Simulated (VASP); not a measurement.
Crystal: NaCl.

```
CELL_PARAMETERS angstrom
0.00000 2.79406 2.79406
2.79406 0.00000 2.79406
2.79406 2.79406 0.00000
ATOMIC_POSITIONS crystal
Cl 0.50000 0.50000 0.50000
Na 0.00000 0.00000 0.00000
```

| Property | Result |
| --- | --- |
| Program | VASP 6.6.1 |
| Task | relaxation of cell and atoms |
| Functional | LDA |
| Potentials or basis | VASP PAW LDA potentials, release 64 (Cl, Na_pv) |
| Cutoff | 600 eV |
| k mesh | 8 × 8 × 8 |
| Occupations | fermi-dirac, width 0.05 eV |
| Spin | no spin polarisation |

At the start: pressure -1.8 GPa; volume 21.81 Å³/atom.

Problem. How do energy, volume and symmetry change on relaxing?

Solution. Over 4 steps the energy falls by 8.5 meV/atom and the volume is 20.37 Å³/atom (-6.6 %); space group Fm-3m (No. 225, to 0.1 Å) before and after.

The path:
```csv
step,energy change (eV),largest force (eV/Å),pressure (GPa),volume (Å³)
1,0.0000,0.0000,-1.80,43.63
2,-0.0133,0.0000,-0.98,42.09
3,-0.0161,0.0000,0.39,40.24
4,-0.0170,0.0000,0.04,40.75
```

Final structure:
```
Cl Na
1.0
     0.00000    2.73124    2.73124
     2.73124    0.00000    2.73124
     2.73124    2.73124    0.00000
Cl Na
1 1
Cartesian
  2.7312 2.7312 2.7312
  0.0000 0.0000 0.0000
```
